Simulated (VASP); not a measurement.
# ZnS (Cc) in VASP: a series of runs, part 2 of 2

VASP 6.6.1.

### 3 Single point, LDA (all Zn atoms moved -0.250 Å, as atom 1 along Cartesian [1 0 0])

Input file INCAR:

```
SYSTEM = ZnS
ALGO = Normal
EDIFF = 1E-7
ENCUT = 520
GGA = CA
ISIF = 2
ISMEAR = 0
LASPH = .True.
LCHARG = .False.
LREAL = .False.
LWAVE = .False.
NBANDS = 26
NELM = 80
PREC = Accurate
SIGMA = 0.05
```

Input file KPOINTS:

```
k-points
0
Gamma
  12 12 6
  0 0 0
```

Input file POSCAR:

```
ZnS
1.0
    3.8109987816      0.0000000000      0.0000000000
   -1.9054993908      3.3004217586      0.0000000000
    0.0000000000      0.0000000000      6.2340000000
Zn S
2 2
Direct
    0.2677337322      0.6666666667      0.0000000000
    0.6010670655      0.3333333333      0.5000000000
    0.3333333333      0.6666666667      0.3850000000
    0.6666666667      0.3333333333      0.8850000000
```

Potentials or basis: VASP PAW LDA potentials, release 64 (Zn, S).

The run is started by

```
> cat potpaw_LDA.64/Zn/POTCAR potpaw_LDA.64/S/POTCAR > POTCAR
> mpirun -np 1 vasp_std > vasp.out
```

OUTCAR:

```text
SYSTEM = ZnS
   EDIFF = 1E-7
   ENCUT = 520
   GGA = CA
   ISIF = 2
   ISMEAR = 0
   LASPH = .True.
   LREAL = .False.
   NELM = 80
   PREC = Accurate

 ion  position               nearest neighbor table
   1  0.268  0.667  0.000-   4 2.11   4 2.33   3 2.41   4 2.52
   2  0.601  0.333  0.500-   3 2.11   3 2.33   4 2.41   3 2.52
   3  0.333  0.667  0.385-   2 2.11   2 2.33   1 2.41   2 2.52
   4  0.667  0.333  0.885-   1 2.11   1 2.33   2 2.41   1 2.52

  LATTYP: Found a hexagonal cell.
[... 889 lines left out ...]
     25      10.7977      0.00000
     26      11.4998      0.00000

 [... further k-points ...]
[... 5 lines left out ...]
  --------------------------------------------------------------------------------------
  -------------------------------------------------------------------------------------
  Total        0.8466846     -0.6244227     -1.9608647      0.0000000      0.0000000      1.8314289
  in kB       17.3004426    -12.7589295    -40.0666616      0.0000000      0.0000000     37.4218805
  external PRESSURE =     -11.8417161 kB  Pullay stress =       0.0000000 kB

 VOLUME and BASIS-vectors are now :
 -----------------------------------------------------------------------------
  energy-cutoff  :      520.00
  volume of cell :       78.41
      direct lattice vectors                 reciprocal lattice vectors
     3.810998782  0.000000000  0.000000000     0.262398405  0.151495789  0.000000000
    -1.905499391  3.300421759  0.000000000     0.000000000  0.302991579  0.000000000
     0.000000000  0.000000000  6.234000000     0.000000000  0.000000000  0.160410651

 POSITION                                       TOTAL-FORCE (eV/Angst)
 -----------------------------------------------------------------------------------
     -0.25000      2.20028      0.00000         1.789339      0.651170      0.702328
      1.65550      1.10014      3.11700         1.789339     -0.651170      0.702328
     -0.00000      2.20028      2.40009        -1.789339      0.692130     -0.702328
      1.90550      1.10014      5.51709        -1.789339     -0.692130     -0.702328
 -----------------------------------------------------------------------------------
    total drift:                                0.000553      0.000000     -0.000101

  FREE ENERGIE OF THE ION-ELECTRON SYSTEM (eV)
  ---------------------------------------------------
  free  energy   TOTEN  =       -15.9088570401 eV

  energy  without entropy=      -15.9088570401  energy(sigma->0) =      -15.90885704
```

OSZICAR:

```text
N       E                     dE             d eps       ncg     rms          rms(c)
DAV:   1     0.243470885886E+03    0.24347E+03   -0.17071E+04 12584   0.167E+03
DAV:   2     0.801288184947E+01   -0.23546E+03   -0.22508E+03 13012   0.351E+02
DAV:   3    -0.162555140605E+02   -0.24268E+02   -0.24024E+02 14946   0.113E+02
DAV:   4    -0.168528749308E+02   -0.59736E+00   -0.59602E+00 14760   0.178E+01
DAV:   5    -0.168621966099E+02   -0.93217E-02   -0.93192E-02 15252   0.220E+00    0.106E+01
DAV:   6    -0.159508431736E+02    0.91135E+00   -0.18460E+00 18226   0.400E+01    0.795E+00
DAV:   7    -0.159261334677E+02    0.24710E-01   -0.12393E+00 13400   0.717E+00    0.332E+00
DAV:   8    -0.159099045634E+02    0.16229E-01   -0.39848E-02 13914   0.136E+00    0.871E-01
DAV:   9    -0.159087896351E+02    0.11149E-02   -0.79354E-03 17404   0.105E+00    0.235E-01
DAV:  10    -0.159088455910E+02   -0.55956E-04   -0.40222E-04 14570   0.209E-01    0.958E-02
DAV:  11    -0.159088569268E+02   -0.11336E-04   -0.37898E-05 15616   0.740E-02    0.258E-02
DAV:  12    -0.159088570595E+02   -0.13269E-06   -0.52995E-06 15802   0.240E-02    0.750E-03
DAV:  13    -0.159088570401E+02    0.19396E-07   -0.37629E-07 13784   0.631E-03
   1 F= -.15908857E+02 E0= -.15908857E+02  d E =-.217320E-15
```

stdout:

```text
POSCAR found type information on POSCAR ZnS
 POSCAR found :  2 types and       4 ions
 scaLAPACK will be used
 LDA part: xc-table for (Slater(with rela. corr.)+CA(PZ))
 , standard interpolation
 POSCAR, INCAR and KPOINTS ok, starting setup
 FFT: planning ... GRIDC
 FFT: planning ... GRID_SOFT
 FFT: planning ... GRID
 WAVECAR not read
 entering main loop
```

Run time: 11 min. Hardware: 1 thread of Oxide Virtual Turin-like, shared host; peak memory 0.43 GiB.

Results:

| Quantity | Value |
| --- | --- |
| Free energy | -15.9089 eV |
| Pressure | -1.2 GPa |
| Largest force | 2.043 eV/Å |
| Band gap on the k mesh | 1.95 eV, direct |

Forces in eV/Å, atoms in the order of the input:
```
Zn   1.789  0.651  0.702
Zn   1.789 -0.651  0.702
S   -1.789  0.692 -0.702
S   -1.789 -0.692 -0.702
```

Caveat: the cell differs from its parent crystal (all Zn atoms moved -0.250 Å, as atom 1 along Cartesian [1 0 0]); forces of over 1 eV/Å act on the atoms, so gaps and moduli don't describe the material at rest.

### 4 Single point, LDA (all Zn atoms moved +0.125 Å, as atom 1 along Cartesian [1 0 0])

Input file INCAR:

```
PREC = Accurate
ENCUT = 520
EDIFF = 1E-7
ISMEAR = 0
SIGMA = 0.05
LREAL = False
LASPH = True
NELM = 60
ALGO = Normal
ISIF = 2
LWAVE = False
LCHARG = False
NBANDS = 26
```

Input file KPOINTS:

```
regular mesh
0
Gamma
  12 12 6
```

POSCAR, as its differences from that of step 3:

```diff
@@ -8,4 +8,4 @@
 Direct
-    0.2677337322      0.6666666667      0.0000000000
-    0.6010670655      0.3333333333      0.5000000000
+    0.3661331339      0.6666666667      0.0000000000
+    0.6994664672      0.3333333333      0.5000000000
     0.3333333333      0.6666666667      0.3850000000
```

Potentials or basis: VASP PAW LDA potentials, release 64 (Zn, S).

The run is started by

```
> cat potpaw_LDA.64/Zn/POTCAR potpaw_LDA.64/S/POTCAR > POTCAR
> mpirun -np 1 vasp_std > vasp.out
```

OUTCAR:

```text
PREC = Accurate
   ENCUT = 520
   EDIFF = 1E-7
   ISMEAR = 0
   LREAL = False
   LASPH = True
   NELM = 60
   ISIF = 2

 ion  position               nearest neighbor table
   1  0.366  0.667  0.000-   4 2.21   4 2.32   3 2.40   4 2.42
   2  0.699  0.333  0.500-   3 2.21   3 2.32   4 2.40   3 2.42
   3  0.333  0.667  0.385-   2 2.21   2 2.32   1 2.40   2 2.42
   4  0.667  0.333  0.885-   1 2.21   1 2.32   2 2.40   1 2.42

  LATTYP: Found a hexagonal cell.
 ALAT       =     3.8109987816
[... 888 lines left out ...]
     25      10.7418      0.00000
     26      11.5184      0.00000

 [... further k-points ...]
[... 5 lines left out ...]
  --------------------------------------------------------------------------------------
  -------------------------------------------------------------------------------------
  Total       -0.9402983     -1.3319013     -2.2212025      0.0000000      0.0000000     -0.8242509
  in kB      -19.2132645    -27.2149516    -45.3861848      0.0000000      0.0000000    -16.8420499
  external PRESSURE =     -30.6048003 kB  Pullay stress =       0.0000000 kB

 VOLUME and BASIS-vectors are now :
 -----------------------------------------------------------------------------
  energy-cutoff  :      520.00
  volume of cell :       78.41
      direct lattice vectors                 reciprocal lattice vectors
     3.810998782  0.000000000  0.000000000     0.262398405  0.151495789  0.000000000
    -1.905499391  3.300421759  0.000000000     0.000000000  0.302991579  0.000000000
     0.000000000  0.000000000  6.234000000     0.000000000  0.000000000  0.160410651

 POSITION                                       TOTAL-FORCE (eV/Angst)
 -----------------------------------------------------------------------------------
      0.12500      2.20028      0.00000        -0.833507      0.157386      0.395065
      2.03050      1.10014      3.11700        -0.833507     -0.157386      0.395065
     -0.00000      2.20028      2.40009         0.833507      0.167895     -0.395065
      1.90550      1.10014      5.51709         0.833507     -0.167895     -0.395065
 -----------------------------------------------------------------------------------
    total drift:                               -0.000819     -0.000000     -0.000104

  FREE ENERGIE OF THE ION-ELECTRON SYSTEM (eV)
  ---------------------------------------------------
  free  energy   TOTEN  =       -16.2328204786 eV

  energy  without entropy=      -16.2328204786  energy(sigma->0) =      -16.23282048
```

OSZICAR:

```text
N       E                     dE             d eps       ncg     rms          rms(c)
DAV:   1     0.243343611840E+03    0.24334E+03   -0.17062E+04 12584   0.167E+03
DAV:   2     0.750588975292E+01   -0.23584E+03   -0.22587E+03 13032   0.351E+02
DAV:   3    -0.165211814031E+02   -0.24027E+02   -0.23790E+02 15126   0.112E+02
DAV:   4    -0.171065973683E+02   -0.58542E+00   -0.58413E+00 14794   0.176E+01
DAV:   5    -0.171157539657E+02   -0.91566E-02   -0.91539E-02 15258   0.217E+00    0.101E+01
DAV:   6    -0.162713308473E+02    0.84442E+00   -0.17132E+00 18438   0.384E+01    0.760E+00
DAV:   7    -0.162483577972E+02    0.22973E-01   -0.11306E+00 13382   0.676E+00    0.321E+00
DAV:   8    -0.162336934646E+02    0.14664E-01   -0.34778E-02 14658   0.132E+00    0.798E-01
DAV:   9    -0.162327565071E+02    0.93696E-03   -0.72623E-03 17480   0.110E+00    0.223E-01
DAV:  10    -0.162328060398E+02   -0.49533E-04   -0.34589E-04 14550   0.207E-01    0.983E-02
DAV:  11    -0.162328204908E+02   -0.14451E-04   -0.37225E-05 13360   0.542E-02    0.341E-02
DAV:  12    -0.162328204115E+02    0.79290E-07   -0.32095E-06 16146   0.141E-02    0.602E-03
DAV:  13    -0.162328204786E+02   -0.67058E-07   -0.28807E-07 11712   0.488E-03
   1 F= -.16232820E+02 E0= -.16232820E+02  d E =-.521488E-11
```

stdout:

```text
POSCAR found type information on POSCAR ZnS
 POSCAR found :  2 types and       4 ions
 scaLAPACK will be used
 LDA part: xc-table for (Slater(with rela. corr.)+CA(PZ))
 , standard interpolation
 POSCAR, INCAR and KPOINTS ok, starting setup
 FFT: planning ... GRIDC
 FFT: planning ... GRID_SOFT
 FFT: planning ... GRID
 WAVECAR not read
 entering main loop
```

Run time: 5.3 min. Hardware: 1 thread of Oxide Virtual Turin-like, shared host; peak memory 0.43 GiB.

Results:

```
Free energy            : -16.2328 eV
Pressure               : -3.1 GPa
Largest force          : 0.938 eV/Å
Band gap on the k mesh : 1.98 eV, direct
```

Forces in eV/Å, atoms in the order of the input:
```
Zn  -0.834  0.157  0.395
Zn  -0.834 -0.157  0.395
S    0.834  0.168 -0.395
S    0.834 -0.168 -0.395
```

Levels at points of the mesh, in eV from the valence-band top:
```
           k point  band 15  band 16  band 17  band 18  band 19  band 20  band 21  band 22
(0.00, 0.00, 0.00)    -0.96    -0.10    -0.05     0.00     1.98     2.75     6.07     6.09
(0.50, 0.00, 0.00)    -3.26    -2.32    -1.68    -1.03     3.32     4.07     4.93     6.96
(0.00, 0.50, 0.00)    -3.29    -2.27    -1.71    -0.98     3.33     4.03     4.89     6.97
(0.00, 0.00, 0.50)    -0.71    -0.71    -0.33    -0.33     3.27     3.27     6.24     6.24
(0.50, 0.00, 0.50)    -1.81    -1.77    -1.61    -1.50     3.17     3.53     4.72     5.13
(0.00, 0.50, 0.50)    -1.84    -1.84    -1.48    -1.48     3.34     3.34     4.90     4.90
```

Caveat: the cell differs from its parent crystal (all Zn atoms moved +0.125 Å, as atom 1 along Cartesian [1 0 0]).
